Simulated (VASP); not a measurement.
# Pt (Fm-3m) in VASP: a series of runs

The runs below take Pt through single point, relaxation of cell and atoms, with PBE+D3(BJ).

Program: VASP 6.6.1. These are calculated values, not measurements. Logs are shortened: lines on timing, memory, paths and dates and some standing lists are left out, and cuts for length are marked.

## Step 1: The cell of the first run

Symmetry: Fm-3m, No. 225, cubic system. The conventional cell has a = 3.928 Å, b = 3.928 Å, c = 3.928 Å, α = 90.00°, β = 90.00°, γ = 90.00°. Within 3.7 Å of Pt (site symmetry m-3m) lie 12 Pt at 2.78 Å.

## Step 2: Single point, PBE+D3(BJ)

File INCAR:

```
SYSTEM = Pt
  ALGO = Fast
  EDIFF = 1E-6
  ENCUT = 520
  GGA = PE
  ISIF = 2
  ISMEAR = 0
  IVDW = 12
  LASPH = .TRUE.
  LCHARG = .TRUE.
  LELF = .TRUE.
  LREAL = .FALSE.
  LVHAR = .TRUE.
  LWAVE = .FALSE.
  NBANDS = 11
  NELM = 100
  PREC = Accurate
  SIGMA = 0.1
```

File KPOINTS:

```
k-points
0
G
  18 18 18
  0 0 0
```

File POSCAR:

```
Pt
1.0
    0.0000000000      1.9642020538      1.9642020538
    1.9642020538      0.0000000000      1.9642020538
    1.9642020538      1.9642020538      0.0000000000
Pt
1
Direct
    0.0000000000      0.0000000000      0.0000000000
```

Potentials or basis: VASP PAW PBE potentials, release 64 (Pt).

Started as:

```bash
cat potpaw_PBE.64/Pt/POTCAR > POTCAR
mpirun -np 1 vasp_std > vasp.out
```

OUTCAR:

```text
SYSTEM = Pt
   EDIFF = 1E-6
   ENCUT = 520
   GGA = PE
   ISIF = 2
   ISMEAR = 0
   IVDW = 12
   LASPH = .TRUE.
   LREAL = .FALSE.
   NELM = 100
   PREC = Accurate
 IVDW          = 12

 ion  position               nearest neighbor table
   1  0.000  0.000  0.000-

  LATTYP: Found a face centered cubic cell.
 ALAT       =     3.9284041076

  Lattice vectors:

 A1 = (   0.0000000000,   1.9642020538,   1.9642020538)
 A2 = (   1.9642020538,   0.0000000000,   1.9642020538)
 A3 = (   1.9642020538,   1.9642020538,   0.0000000000)

Analysis of symmetry for initial positions (statically):
=====================================================================
 Subroutine PRICEL returns:
 Original cell was already a primitive cell.

 Routine SETGRP: Setting up the symmetry group for a
 face centered cubic supercell.

 Subroutine GETGRP returns: Found 48 space group operations
 (whereof 48 operations were pure point group operations)
 out of a pool of 48 trial point group operations.

The static configuration has the point symmetry O_h .

Analysis of symmetry for dynamics (positions and initial velocities):
=====================================================================
 Subroutine PRICEL returns:
 Original cell was already a primitive cell.

 Routine SETGRP: Setting up the symmetry group for a
 face centered cubic supercell.

 Subroutine GETGRP returns: Found 48 space group operations
 (whereof 48 operations were pure point group operations)
 out of a pool of 48 trial point group operations.

The dynamic configuration has the point symmetry O_h .

 Subroutine INISYM returns: Found 48 space group operations
 (whereof 48 operations are pure point group operations),
 and found     1 'primitive' translations

----------------------------------------------------------------------------------------

                                     Primitive cell

  volume of cell :      15.1561

  direct lattice vectors                    reciprocal lattice vectors
     0.000000000  1.964202054  1.964202054    -0.254556296  0.254556296  0.254556296
     1.964202054  0.000000000  1.964202054     0.254556296 -0.254556296  0.254556296
     1.964202054  1.964202054  0.000000000     0.254556296  0.254556296 -0.254556296

  length of vectors
     2.777801184  2.777801184  2.777801184     0.440904439  0.440904439  0.440904439

  position of ions in fractional coordinates (direct lattice)
     0.000000000  0.000000000  0.000000000

  ion indices of the primitive-cell ions
   primitive index   ion index
                 1           1

[... 83 lines left out ...]
   NUPDOWN=      -1.0000    fix difference up-down
   EMIN   =  10.00;   EMAX   =-10.00  energy-range for DOS
   EFERMI =   0.00;   METHOD = LEGACY
   ISMEAR =     0;   SIGMA  =   0.10  broadening in eV -4-tet -1-fermi 0-gaus
   EFERMI_NEDOS =   21; number of points for ismear=-14 and -15
   IALGO  =     68    algorithm
   IMIX   =      4    mixing-type and parameters
     AMIX     =   0.40;   BMIX     =  1.00
     AMIX_MAG =   1.60;   BMIX_MAG =  1.00
  volume/ion in A,a.u.               =      15.16       102.28
  Fermi-wavevector in a.u.,A,eV,Ry     =   1.425209  2.693255 27.636450  2.031222
  Thomas-Fermi vector in A             =   2.545618
   LORBIT       =      0    0 simple, 1 ext, 2 COOP (PROOUT), +10 PAW based schemes
   GGA     = PE    functional components
   LHFCALC =     F    Hartree Fock is set to
   AEXX    =    0.0000 exact exchange contribution
   IVDW    =    12    specifies the selected vdW correction
   LEPSILON=     F    determine dielectric tensor
   LRPA    =     F    only Hartree local field effects (RPA)
 non-spin polarized calculation
 RMM-DIIS sequential band-by-band and
 Gauss-broadening in eV      SIGMA  =   0.10
  energy-cutoff  :      520.00
  volume of cell :       15.16
 maximum number of plane-waves:       419
 NGX is ok and might be reduce to    24
   NGX = 11   NGY = 11   NGZ = 11

 number of electron      10.0000000 magnetization

 Free energy of the ion-electron system (eV)
  ---------------------------------------------------
  ext. energy  EPLUGINS =         0.00000000
  ---------------------------------------------------
  free energy    TOTEN  =        -6.08858743 eV

  energy without entropy =       -6.07783900  energy(sigma->0) =       -6.08321321

 E-fermi :  11.1716     XC(G=0): -13.4611

 val. band max:       11.1713008671   @ k =   0.5000   0.5000   0.0000
 cond. band min:      11.1727488885   @ k =  -0.3333   0.3889   0.1111
 fundamental gap:      0.0014480215
 Fermi energy:        11.1716378764

 k-point     1 :       0.0000    0.0000    0.0000
  band No.  band energies     occupation
      1       1.0091      2.00000
      2       7.4110      2.00000
      3       7.4110      2.00000
      4       7.4110      2.00000
      5       9.5481      2.00000
      6       9.5481      2.00000
      7      25.8239      0.00000
      8      30.7618      0.00000
      9      30.7618      0.00000
     10      30.7618      0.00000
     11      36.0882      0.00000
[... 309 lines left out ...]
 k-point    24 :      -0.2222    0.0556    0.0000
  band No.  band energies     occupation
      1       3.0465      2.00000
      2       6.9239      2.00000
      3       7.7996      2.00000
      4       7.8666      2.00000
      5       9.3567      2.00000
      6      10.0321      2.00000
      7      24.8336      0.00000
      8      27.7062      0.00000
      9      32.1887      0.00000
     10      33.6116      0.00000
     11      34.8520      0.00000

 [... further k-points ...]

------------------------ aborting loop because EDIFF is reached ----------------------------------------

 Edisp (eV)   -0.77523

 E8    (eV) :    -0.3555

  FORCE on cell =-STRESS in cart. coord.  units (eV):
  Direction    XX          YY          ZZ          XY          YZ          ZX
  --------------------------------------------------------------------------------------
  -------------------------------------------------------------------------------------
  Total      -0.05124    -0.05124    -0.05124    -0.00000     0.00000    -0.00000
  in kB      -5.41634    -5.41634    -5.41634    -0.00000     0.00000    -0.00000
  external pressure =       -5.42 kB  Pullay stress =        0.00 kB

 VOLUME and BASIS-vectors are now :
 -----------------------------------------------------------------------------
  energy-cutoff  :      520.00
  volume of cell :       15.16
      direct lattice vectors                 reciprocal lattice vectors
     0.000000000  1.964202054  1.964202054    -0.254556296  0.254556296  0.254556296
     1.964202054  0.000000000  1.964202054     0.254556296 -0.254556296  0.254556296
     1.964202054  1.964202054  0.000000000     0.254556296  0.254556296 -0.254556296

 POSITION                                       TOTAL-FORCE (eV/Angst)
 -----------------------------------------------------------------------------------
      0.00000      0.00000      0.00000         0.000000      0.000000     -0.000000
 -----------------------------------------------------------------------------------
    total drift:                               -0.000000      0.000000      0.000000

  FREE ENERGIE OF THE ION-ELECTRON SYSTEM (eV)
  ---------------------------------------------------
  free  energy   TOTEN  =        -6.8638190147 eV

  energy  without entropy=       -6.8530705859  energy(sigma->0) =       -6.85844480
```

stdout:

```text
POSCAR found type information on POSCAR Pt
 POSCAR found :  1 types and       1 ions
 scaLAPACK will be used
 LDA part: xc-table for (Slater+PW92), standard interpolation
 POSCAR, INCAR and KPOINTS ok, starting setup
 FFT: planning ... GRIDC
 FFT: planning ... GRID_SOFT
 FFT: planning ... GRID
 WAVECAR not read
 entering main loop
```

It took 12 s on 1 thread of Intel Xeon 6975P-C (Granite Rapids), shared host; peak memory 0.17 GiB.

Results:

| Quantity | Value |
| --- | --- |
| Free energy | -6.8638 eV |
| Pressure | -0.5 GPa |
| Band gap on the k mesh | zero (band 5 reaches 11.66 eV, above the bottom of band 6 at 9.44 eV) |
| Dispersion energy per atom | -0.775 eV |

Caveat: spin-orbit coupling is left out, which moves the levels of the heavy elements; pairwise dispersion overbinds metals, which lowers pressure and volume.

## Step 3: Relaxation of cell and atoms, PBE+D3(BJ)

This run uses another cell than the first one, of 15.64 Å³/atom, 1.032 times its volume.

File INCAR:

```
PREC = Accurate
ENCUT = 600
EDIFF = 1E-6
ISMEAR = 0
SIGMA = 0.1
LREAL = False
LASPH = True
NELM = 60
ALGO = Normal
ISIF = 3
LWAVE = False
LCHARG = False
GGA = PE
IVDW = 12
IBRION = 2
NSW = 70
EDIFFG = -0.005
```

File KPOINTS:

```
regular mesh
0
Gamma
  18 18 18
```

File POSCAR:

```
Pt
1.0
    0.0000000000      1.9850569795      1.9850569795
    1.9850569795      0.0000000000      1.9850569795
    1.9850569795      1.9850569795      0.0000000000
Pt
1
Direct
    0.0000000000      0.0000000000      0.0000000000
```

Potentials or basis: VASP PAW PBE potentials, release 64 (Pt).

Started as:

```bash
cat potpaw_PBE.64/Pt/POTCAR > POTCAR
mpirun -np 1 vasp_std > vasp.out
```

OUTCAR:

```text
PREC = Accurate
   ENCUT = 600
   EDIFF = 1E-6
   ISMEAR = 0
   LREAL = False
   LASPH = True
   NELM = 60
   ISIF = 3
   GGA = PE
   IVDW = 12
   IBRION = 2
   NSW = 70
   EDIFFG = -0.005
 IVDW          = 12

 ion  position               nearest neighbor table
   1  0.000  0.000  0.000-

  LATTYP: Found a face centered cubic cell.
 ALAT       =     3.9701139590

  Lattice vectors:

 A1 = (   0.0000000000,   1.9850569795,   1.9850569795)
 A2 = (   1.9850569795,   0.0000000000,   1.9850569795)
 A3 = (   1.9850569795,   1.9850569795,   0.0000000000)

Analysis of symmetry for initial positions (statically):
=====================================================================
 Subroutine PRICEL returns:
 Original cell was already a primitive cell.

 Routine SETGRP: Setting up the symmetry group for a
 face centered cubic supercell.

 Subroutine GETGRP returns: Found 48 space group operations
 (whereof 48 operations were pure point group operations)
 out of a pool of 48 trial point group operations.

The static configuration has the point symmetry O_h .

Analysis of symmetry for dynamics (positions and initial velocities):
=====================================================================
 Subroutine PRICEL returns:
 Original cell was already a primitive cell.

 Routine SETGRP: Setting up the symmetry group for a
 face centered cubic supercell.

 Subroutine GETGRP returns: Found 48 space group operations
 (whereof 48 operations were pure point group operations)
 out of a pool of 48 trial point group operations.

The dynamic configuration has the point symmetry O_h .

 Subroutine INISYM returns: Found 48 space group operations
 (whereof 48 operations are pure point group operations),
 and found     1 'primitive' translations

----------------------------------------------------------------------------------------

                                     Primitive cell

  volume of cell :      15.6440

  direct lattice vectors                    reciprocal lattice vectors
[... 96 lines left out ...]
   NELECT =      10.0000    total number of electrons
   NUPDOWN=      -1.0000    fix difference up-down
   EMIN   =  10.00;   EMAX   =-10.00  energy-range for DOS
   EFERMI =   0.00;   METHOD = LEGACY
   ISMEAR =     0;   SIGMA  =   0.10  broadening in eV -4-tet -1-fermi 0-gaus
   EFERMI_NEDOS =   21; number of points for ismear=-14 and -15
   IALGO  =     38    algorithm
   IMIX   =      4    mixing-type and parameters
     AMIX     =   0.40;   BMIX     =  1.00
     AMIX_MAG =   1.60;   BMIX_MAG =  1.00
  volume/ion in A,a.u.               =      15.64       105.57
  Fermi-wavevector in a.u.,A,eV,Ry     =   1.410236  2.664960 27.058806  1.988766
  Thomas-Fermi vector in A             =   2.532211
   LORBIT       =      0    0 simple, 1 ext, 2 COOP (PROOUT), +10 PAW based schemes
   GGA     = PE    functional components
   LHFCALC =     F    Hartree Fock is set to
   AEXX    =    0.0000 exact exchange contribution
   IVDW    =    12    specifies the selected vdW correction
   LEPSILON=     F    determine dielectric tensor
   LRPA    =     F    only Hartree local field effects (RPA)
 conjugate gradient relaxation of ions
 non-spin polarized calculation
 Gauss-broadening in eV      SIGMA  =   0.10
  energy-cutoff  :      600.00
  volume of cell :       15.64
 maximum number of plane-waves:       544
   NGX = 11   NGY = 11   NGZ = 11

--------------------------------------- Ionic step        1  -------------------------------------------

 number of electron      10.0000002 magnetization

 Free energy of the ion-electron system (eV)
  ---------------------------------------------------
  ext. energy  EPLUGINS =         0.00000000
  ---------------------------------------------------
  free energy    TOTEN  =        -6.10021410 eV

  energy without entropy =       -6.08893973  energy(sigma->0) =       -6.09457692

------------------------ aborting loop because EDIFF is reached ----------------------------------------

 Edisp (eV)   -0.75004

 E8    (eV) :    -0.3437
[... 108 lines left out ...]
--------------------------------------- Ionic step        4  -------------------------------------------

 number of electron      10.0000000 magnetization

 Free energy of the ion-electron system (eV)
  ---------------------------------------------------
  ext. energy  EPLUGINS =         0.00000000
  ---------------------------------------------------
  free energy    TOTEN  =        -6.08785658 eV

  energy without entropy =       -6.07713110  energy(sigma->0) =       -6.08249384

 E-fermi :  11.1978     XC(G=0): -13.4693

 val. band max:       11.1976204676   @ k =   0.5000   0.5000   0.0000
 cond. band min:      11.1989262950   @ k =  -0.3333   0.3889   0.1111
 fundamental gap:      0.0013058274
 Fermi energy:        11.1977814401

 k-point     1 :       0.0000    0.0000    0.0000
  band No.  band energies     occupation
      1       1.0200      2.00000
      2       7.4286      2.00000
      3       7.4286      2.00000
      4       7.4286      2.00000
      5       9.5706      2.00000
      6       9.5706      2.00000
      7      25.8461      0.00000
      8      30.7919      0.00000
      9      30.7919      0.00000
[... 265 lines left out ...]
 k-point    24 :      -0.2222    0.0556    0.0000
  band No.  band energies     occupation
      1       3.0595      2.00000
      2       6.9404      2.00000
      3       7.8179      2.00000
      4       7.8851      2.00000
      5       9.3785      2.00000
      6      10.0555      2.00000
      7      24.8674      0.00000
      8      27.7353      0.00000
      9      32.2294      0.00000

 [... further k-points ...]

------------------------ aborting loop because EDIFF is reached ----------------------------------------

 Edisp (eV)   -0.77634

 E8    (eV) :    -0.3560
[... 24 lines left out ...]
  FREE ENERGIE OF THE ION-ELECTRON SYSTEM (eV)
  ---------------------------------------------------
  free  energy   TOTEN  =        -6.8641952705 eV

  energy  without entropy=       -6.8534697930  energy(sigma->0) =       -6.85883253

 reached required accuracy - stopping structural energy minimisation
```

OSZICAR:

```text
N       E                     dE             d eps       ncg     rms          rms(c)
DAV:   1     0.421404177366E+02    0.42140E+02   -0.60075E+03  3582   0.117E+03
[... 28 lines left out ...]
DAV:   7    -0.608858227934E+01    0.78828E-07   -0.90690E-08  1999   0.311E-03
   3 F= -.68641800E+01 E0= -.68588096E+01  d E =-.139304E-01
       N       E                     dE             d eps       ncg     rms          rms(c)
DAV:   1    -0.608792775372E+01    0.65460E-03   -0.16859E-03  3559   0.440E-01    0.584E-02
DAV:   2    -0.608785921516E+01    0.68539E-04   -0.20422E-04  3528   0.127E-01    0.234E-02
DAV:   3    -0.608785578916E+01    0.34260E-05   -0.19837E-05  3541   0.368E-02    0.128E-02
DAV:   4    -0.608785657704E+01   -0.78788E-06   -0.76396E-07  3038   0.710E-03
   4 F= -.68641953E+01 E0= -.68588325E+01  d E =-.139457E-01
```

Run time: 24 s. Hardware: 1 thread of Intel Xeon 6975P-C (Granite Rapids), shared host; peak memory 0.19 GiB.

What came out:

| Quantity | Value |
| --- | --- |
| Free energy | -6.8642 eV |
| Relaxed volume | 15.14 Å³/atom |
| Relaxed cell | a = 2.777 Å, b = 2.777 Å, c = 2.777 Å, α = 60.00°, β = 60.00°, γ = 60.00° |
| Space group after relaxing (to 0.05 Å) | Fm-3m (No. 225) |
| Energy gained by relaxing | 13.9 meV/atom |
| Ionic steps | 4 |
| Pressure after relaxing | 0.0 GPa |
| Band gap on the k mesh | zero (band 5 reaches 11.69 eV, above the bottom of band 6 at 9.47 eV) |
| Dispersion energy per atom | -0.776 eV |

Step by step:
```tsv
step	energy change (eV)	largest force (eV/Å)	pressure (GPa)	volume (Å³)
1	0.0000	0.0000	-8.41	15.64
2	0.0986	0.0000	31.06	13.86
3	-0.0139	0.0000	-0.30	15.15
4	-0.0139	0.0000	-0.05	15.14
```

Final structure:
```
Pt
1.0
     0.00000    1.96331    1.96331
     1.96331    0.00000    1.96331
     1.96331    1.96331    0.00000
Pt
1
Direct
  0.00000 0.00000 0.00000
```

Caveat: spin-orbit coupling is left out, which moves the levels of the heavy elements; pairwise dispersion overbinds metals, which lowers pressure and volume.
